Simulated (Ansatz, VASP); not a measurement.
# TiO2: VASP beside Ansatz

```
Ti O
1.0
     2.87120    0.00000    0.00000
    -1.43560    2.48653    0.00000
     0.00000    0.00000    9.47797
Ti O
2 4
Direct
  0.66667 0.33333 0.75000
  0.33333 0.66667 0.25000
  0.33333 0.66667 0.86844
  0.33333 0.66667 0.63156
  0.66667 0.33333 0.13156
  0.66667 0.33333 0.36844
```

Alike in both runs: functional PBE; dispersion D3(BJ); k mesh 6 × 6 × 2; occupations gaussian, width 0.1 eV; collinear spin.

Ansatz relaxed the structure, and its values are those at the end. VASP's run is a single point on that final structure, the one shown.

|  | VASP | Ansatz |
| --- | --- | --- |
| version | VASP 6.6.1 | Ansatz 0.2.0 |
| potentials or method | VASP PAW PBE potentials, release 64 (Ti_sv, O), cutoff 520 eV | scalar-relativistic, plane waves, PAW |
| valence electrons in the cell | 48 | 48 |

VASP gave:

| Property | Result |
| --- | --- |
| gap on the k mesh at the Fermi level (eV) | 0.56 |
| least direct gap on the mesh (eV) | 1.23 |
| pressure (GPa) | 0.7 |
| rms of the force components (eV/Å) | 0.036 |
| net moment per atom (μB) | 0.00 |

**Question.** What did Ansatz give for the same quantities?

**Answer.** gap on the k mesh at the Fermi level (eV): 0.59; least direct gap on the mesh (eV): 1.25; pressure (GPa): 0.0; rms of the force components (eV/Å): 0.003; net moment per atom (μB): 0.00.

Ansatz's warnings: seeded moment not kept.

The k mesh is coarse, so the values compare programs but aren't converged.
